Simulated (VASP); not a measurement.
# Pt (Fd-3m) in VASP: a series of runs

The runs below take Pt through single point, relaxation of cell and atoms, with PBE.

All numbers are computed with VASP 6.6.1; they aren't measurements. Logs are shortened: lines on timing, memory, paths and dates and some standing lists are left out, and cuts for length are marked.

**1. The cell of the first run**

It takes space group Fd-3m (No. 227, cubic). The conventional cell has a = 5.779 Å, b = 5.779 Å, c = 5.779 Å, α = 90.00°, β = 90.00°, γ = 90.00°. Pt (site symmetry -43m) has 4 Pt at 2.50 Å within 3.3 Å.

This isn't the form of Pt at room conditions, which is fcc.

**2. Single point, PBE**

The input, INCAR:

```
PREC = Accurate
ENCUT = 500
EDIFF = 1E-6
ISMEAR = -1
SIGMA = 0.1
LREAL = F
LASPH = T
NELM = 120
ALGO = Normal
ISIF = 2
LWAVE = F
LCHARG = T
GGA = PE
LELF = T
LVHAR = T
NBANDS = 17
GGA_COMPAT = F
```

The input, KPOINTS:

```
Automatic mesh
0
Gamma
  7 7 7
```

The input, POSCAR:

```
Pt
1.0
    0.0000000000      2.8894935495      2.8894935495
    2.8894935495      0.0000000000      2.8894935495
    2.8894935495      2.8894935495      0.0000000000
Pt
2
Direct
    1.0000000000      1.0000000000      1.0000000000
    0.2500000000      0.2500000000      0.2500000000
```

Potentials or basis: VASP PAW PBE potentials, release 64 (Pt).

Started as:

```sh
cat potpaw_PBE.64/Pt/POTCAR > POTCAR
mpirun -np 1 vasp_std > vasp.out
```

OUTCAR:

```text
PREC = Accurate
   ENCUT = 500
   EDIFF = 1E-6
   ISMEAR = -1
   LREAL = F
   LASPH = T
   NELM = 120
   ISIF = 2
   GGA = PE

 ion  position               nearest neighbor table
   1  0.000  0.000  0.000-   2 2.50   2 2.50   2 2.50   2 2.50
   2  0.250  0.250  0.250-   1 2.50   1 2.50   1 2.50   1 2.50

  LATTYP: Found a face centered cubic cell.
 ALAT       =     5.7789870990

  Lattice vectors:

 A1 = (   0.0000000000,   2.8894935495,   2.8894935495)
 A2 = (   2.8894935495,   0.0000000000,   2.8894935495)
 A3 = (   2.8894935495,   2.8894935495,   0.0000000000)

Analysis of symmetry for initial positions (statically):
=====================================================================
 Subroutine PRICEL returns:
 Original cell was already a primitive cell.

 Routine SETGRP: Setting up the symmetry group for a
 face centered cubic supercell.

 Subroutine GETGRP returns: Found 48 space group operations
 (whereof 24 operations were pure point group operations)
 out of a pool of 48 trial point group operations.

The static configuration has the point symmetry T_d .
 The point group associated with its full space group is O_h .

Analysis of symmetry for dynamics (positions and initial velocities):
=====================================================================
 Subroutine PRICEL returns:
 Original cell was already a primitive cell.

 Routine SETGRP: Setting up the symmetry group for a
 face centered cubic supercell.

 Subroutine GETGRP returns: Found 48 space group operations
 (whereof 24 operations were pure point group operations)
 out of a pool of 48 trial point group operations.

The dynamic configuration has the point symmetry T_d .
 The point group associated with its full space group is O_h .

 Subroutine INISYM returns: Found 48 space group operations
 (whereof 24 operations are pure point group operations),
 and found     1 'primitive' translations

----------------------------------------------------------------------------------------

                                     Primitive cell

  volume of cell :      48.2498

  direct lattice vectors                    reciprocal lattice vectors
     0.000000000  2.889493550  2.889493550    -0.173040705  0.173040705  0.173040705
     2.889493550  0.000000000  2.889493550     0.173040705 -0.173040705  0.173040705
     2.889493550  2.889493550  0.000000000     0.173040705  0.173040705 -0.173040705

  length of vectors
     4.086360966  4.086360966  4.086360966     0.299715292  0.299715292  0.299715292

  position of ions in fractional coordinates (direct lattice)
     0.000000000  0.000000000  0.000000000
     0.250000000  0.250000000  0.250000000

  ion indices of the primitive-cell ions
   primitive index   ion index
                 1           1
                 2           2

----------------------------------------------------------------------------------------

 KPOINTS: Automatic mesh

Automatic generation of k-mesh.
 Grid dimensions read from file:
 generate k-points for:    7    7    7

 Generating k-lattice:

  Cartesian coordinates                     Fractional coordinates (reciprocal lattice)
    -0.024720101  0.024720101  0.024720101     0.142857143  0.000000000  0.000000000
     0.024720101 -0.024720101  0.024720101     0.000000000  0.142857143  0.000000000
     0.024720101  0.024720101 -0.024720101     0.000000000  0.000000000  0.142857143

  Length of vectors
     0.042816470  0.042816470  0.042816470

  Shift w.r.t. Gamma in fractional coordinates (k-lattice)
     0.000000000  0.000000000  0.000000000

 Subroutine IBZKPT returns following result:
 ===========================================

 Found     20 irreducible k-points:

 Following reciprocal coordinates:
            Coordinates               Weight
  0.000000  0.000000  0.000000      1.000000
  0.142857  0.000000  0.000000      8.000000
  0.285714  0.000000  0.000000      8.000000
  0.428571  0.000000  0.000000      8.000000
  0.142857  0.142857  0.000000      6.000000
  0.285714  0.142857  0.000000     24.000000
[... 12 lines left out ...]
 -0.428571  0.428571  0.142857     24.000000
 -0.285714  0.428571  0.142857     24.000000
   k-points           NKPTS =     20   k-points in BZ     NKDIM =     20   number of bands    NBANDS=     17
   number of dos      NEDOS =    301   number of ions     NIONS =      2
   total plane-waves  NPLWV =  27000
   dimension x,y,z NGX =    30 NGY =   30 NGZ =   30
   dimension x,y,z NGXF=    60 NGYF=   60 NGZF=   60
   ions per type =               2
   NGX,Y,Z   is equivalent  to a cutoff of  12.20, 12.20, 12.20 a.u.
   NGXF,Y,Z  is equivalent  to a cutoff of  24.41, 24.41, 24.41 a.u.
 SYSTEM =  unknown system
   PREC   = accura    normal or accurate (medium, high low for compatibility)
   ISTART =      0    job   : 0-new  1-cont  2-samecut
   ICHARG =      2    charge: 1-file 2-atom 10-const
   ISPIN  =      1    spin polarized calculation?
   LNONCOLLINEAR =      F non collinear calculations
   LSORBIT =      F    spin-orbit coupling
   LASPH  =      T    aspherical Exc in radial PAW
   ENCUT  =  500.0 eV  36.75 Ry    6.06 a.u.   7.45  7.45  7.45*2*pi/ulx,y,z
   NELM   =    120;   NELMIN=  2; NELMDL= -5     # of ELM steps
   EDIFF  = 0.1E-05   stopping-criterion for ELM
   LREAL  =      F    real-space projection
   EDIFFG = 0.1E-04   stopping-criterion for IOM
   NSW    =      0    number of steps for IOM
   IBRION =     -1    ionic relax: 0-MD 1-quasi-New 2-CG
   NFREE  =      0    steps in history (QN), initial steepest desc. (CG)
   ISIF   =      2    stress and relaxation
   ISYM   =      2    0-nonsym 1-usesym 2-fastsym
   POTIM  = 0.5000    time-step for ionic-motion
   TEBEG  =    0.0;   TEEND  =   0.0 temperature during run
   PSTRESS=    0.0 pullay stress
   NELECT =      20.0000    total number of electrons
   NUPDOWN=      -1.0000    fix difference up-down
   EMIN   =  10.00;   EMAX   =-10.00  energy-range for DOS
   EFERMI =   0.00;   METHOD = LEGACY
   ISMEAR =    -1;   SIGMA  =   0.10  broadening in eV -4-tet -1-fermi 0-gaus
   EFERMI_NEDOS =   21; number of points for ismear=-14 and -15
   IALGO  =     38    algorithm
   IMIX   =      4    mixing-type and parameters
     AMIX     =   0.40;   BMIX     =  1.00
     AMIX_MAG =   1.60;   BMIX_MAG =  1.00
  volume/ion in A,a.u.               =      24.12       162.80
  Fermi-wavevector in a.u.,A,eV,Ry     =   1.220637  2.306669 20.272055  1.489954
  Thomas-Fermi vector in A             =   2.355847
   LORBIT       =      0    0 simple, 1 ext, 2 COOP (PROOUT), +10 PAW based schemes
   GGA     = PE    functional components
   LHFCALC =     F    Hartree Fock is set to
   AEXX    =    0.0000 exact exchange contribution
   IVDW    =     0    specifies the selected vdW correction
   LEPSILON=     F    determine dielectric tensor
   LRPA    =     F    only Hartree local field effects (RPA)
 non-spin polarized calculation
  energy-cutoff  :      500.00
  volume of cell :       48.25
 maximum number of plane-waves:      1243
 NGX is ok and might be reduce to    30
   NGX = 15   NGY = 15   NGZ = 15

 number of electron      19.9999998 magnetization

 Free energy of the ion-electron system (eV)
  ---------------------------------------------------
  ext. energy  EPLUGINS =         0.00000000
  ---------------------------------------------------
  free energy    TOTEN  =       -10.14968871 eV

  energy without entropy =       -9.99821167  energy(sigma->0) =      -10.07395019

 E-fermi :   5.0024     XC(G=0): -10.4190

 val. band max:        4.9146739000   @ k =   0.0000   0.0000   0.0000
 cond. band min:       5.0138593580   @ k =  -0.4286   0.4286   0.0000
 fundamental gap:      0.0991854580
 Fermi energy:         5.0023509576

 k-point     1 :       0.0000    0.0000    0.0000
  band No.  band energies     occupation
      1      -1.9464      2.00000
      2       0.5996      2.00000
      3       0.5996      2.00000
      4       0.7465      2.00000
      5       0.7465      2.00000
      6       0.7465      2.00000
[... 9 lines left out ...]
     16      16.5165      0.00000
     17      17.4409      0.00000

 k-point     2 :       0.1429    0.0000    0.0000
  band No.  band energies     occupation
      1      -1.6532      2.00000
      2       0.4222      2.00000
      3       0.4222      2.00000
      4       0.7197      2.00000
      5       1.0135      2.00000
      6       1.0135      2.00000
[... 9 lines left out ...]
     16      16.8432      0.00000
     17      17.7682      0.00000

 k-point     3 :       0.2857    0.0000    0.0000
  band No.  band energies     occupation
      1      -0.9168      2.00000
      2       0.3904      2.00000
      3       0.3904      2.00000
      4       0.6633      2.00000
      5       1.1534      2.00000
      6       1.1534      2.00000
[... 9 lines left out ...]
     16      16.7947      0.00000
     17      18.1541      0.00000

 k-point     4 :       0.4286    0.0000    0.0000
  band No.  band energies     occupation
      1      -0.2559      2.00000
      2       0.5396      2.00000
      3       0.5396      2.00000
      4       0.5908      2.00000
      5       0.9874      2.00000
      6       0.9874      2.00000
[... 9 lines left out ...]
     16      16.3252      0.00000
     17      18.1052      0.00000
[... 263 lines left out ...]
      1       0.0909      2.00000
      2       0.1573      2.00000
      3       0.3430      2.00000
      4       0.7228      2.00000
      5       1.3247      2.00000
      6       1.6902      2.00000
[... 9 lines left out ...]
     16      17.6826      0.00000
     17      18.7492      0.00000

 k-point    19 :      -0.4286    0.4286    0.1429
  band No.  band energies     occupation
      1       0.0092      2.00000
      2       0.1806      2.00000
      3       0.5544      2.00000
      4       0.6949      2.00000
      5       1.7498      2.00000
      6       1.8531      2.00000
[... 9 lines left out ...]
     16      15.9668      0.00000
     17      20.1044      0.00000

 k-point    20 :      -0.2857    0.4286    0.1429
  band No.  band energies     occupation
      1      -0.0147      2.00000
      2       0.1448      2.00000
      3       0.6219      2.00000
      4       0.6848      2.00000
      5       1.6048      2.00000
      6       2.2088      2.00000
[... 9 lines left out ...]
     16      18.4991      0.00000
     17      19.2568      0.00000

------------------------ aborting loop because EDIFF is reached ----------------------------------------

  FORCE on cell =-STRESS in cart. coord.  units (eV):
  Direction    XX          YY          ZZ          XY          YZ          ZX
  --------------------------------------------------------------------------------------
  -------------------------------------------------------------------------------------
  Total       -0.1094761     -0.1094761     -0.1094761      0.0000000     -0.0000000      0.0000000
  in kB       -3.6352523     -3.6352523     -3.6352523      0.0000000     -0.0000000      0.0000000
  external PRESSURE =      -3.6352523 kB  Pullay stress =       0.0000000 kB

 VOLUME and BASIS-vectors are now :
 -----------------------------------------------------------------------------
  energy-cutoff  :      500.00
  volume of cell :       48.25
      direct lattice vectors                 reciprocal lattice vectors
     0.000000000  2.889493550  2.889493550    -0.173040705  0.173040705  0.173040705
     2.889493550  0.000000000  2.889493550     0.173040705 -0.173040705  0.173040705
     2.889493550  2.889493550  0.000000000     0.173040705  0.173040705 -0.173040705

 POSITION                                       TOTAL-FORCE (eV/Angst)
 -----------------------------------------------------------------------------------
      0.00000      0.00000      0.00000        -0.000000     -0.000000      0.000000
      1.44475      1.44475      1.44475         0.000000      0.000000     -0.000000
 -----------------------------------------------------------------------------------
    total drift:                                0.000000     -0.000000      0.000000

  FREE ENERGIE OF THE ION-ELECTRON SYSTEM (eV)
  ---------------------------------------------------
  free  energy   TOTEN  =       -10.1496887101 eV

  energy  without entropy=       -9.9982116705  energy(sigma->0) =      -10.07395019
```

Wall time 9.6 s (1 thread of Intel Xeon Platinum 8488C (Sapphire Rapids), shared host); peak memory 0.16 GiB.

Results:

```yaml
Free_energy: -10.1497 eV
Pressure: -0.4 GPa
Band_gap_on_the_k_mesh: zero (bands 10 and 11 overlap by 0.55 eV)
```

Levels at points of the mesh, in eV from the Fermi level:
```
           k point  band 8  band 9  band 10  band 11  band 12  band 13
(0.00, 0.00, 0.00)   -1.82   -1.82    -0.09    -0.09    10.41    10.56
```

Caveat: spin-orbit coupling is left out, which moves the levels of the heavy elements.

**3. Relaxation of cell and atoms, PBE**

This run uses another cell than the first one, of 19.57 Å³/atom.

The input, INCAR:

```
ALGO = Normal
EDIFF = 1E-7
EDIFFG = -0.03
ENCUT = 500
GGA = PE
GGA_COMPAT = False
IBRION = 2
ISIF = 3
ISMEAR = -1
LASPH = True
LCHARG = False
LREAL = False
LWAVE = False
NELM = 120
NELMIN = 4
NSW = 80
PREC = Accurate
SIGMA = 0.1
```

The input, KPOINTS:

```
k-points
0
Gamma
  7 7 7
```

The input, POSCAR:

```
Pt
1.0
    0.0000000000      2.6950000000      2.6950000000
    2.6950000000      0.0000000000      2.6950000000
    2.6950000000      2.6950000000      0.0000000000
Pt
2
Direct
    1.0000000000      1.0000000000      1.0000000000
    0.2500000000      0.2500000000      0.2500000000
```

Potentials or basis: VASP PAW PBE potentials, release 64 (Pt).

Started as:

```sh
cat potpaw_PBE.64/Pt/POTCAR > POTCAR
mpirun -np 1 vasp_std > vasp.out
```

Run time: 28 s. Hardware: 1 thread of Intel Xeon Platinum 8488C (Sapphire Rapids), shared host; peak memory 0.16 GiB.

The run converged. Its results:

```
Free energy                           : -10.1478 eV
Relaxed volume                        : 24.06 Å³/atom
Relaxed cell                          : a = 4.083 Å, b = 4.083 Å, c = 4.083 Å, α = 60.00°, β = 60.00°, γ = 60.00°
Space group after relaxing (to 0.1 Å) : Fd-3m (No. 227)
Pressure after relaxing               : 0.0 GPa
Band gap on the k mesh                : zero (bands 10 and 11 overlap by 0.55 eV)
```

Final structure:
```
CELL_PARAMETERS angstrom
0.00000 2.88687 2.88687
2.88687 0.00000 2.88687
2.88687 2.88687 0.00000
ATOMIC_POSITIONS crystal
Pt 0.00000 0.00000 0.00000
Pt 0.25000 0.25000 0.25000
```

Levels at points of the mesh, in eV from the Fermi level:
```tsv
k point	band 7	band 8	band 9	band 10	band 11	band 12	band 13	band 14
(0.00, 0.00, 0.00)	-1.83	-1.83	-1.83	-0.09	-0.09	10.42	10.57	11.54
```

Caveat: the volume moved by over 15 % at a fixed basis, so the end points are rough; spin-orbit coupling is left out, which moves the levels of the heavy elements.
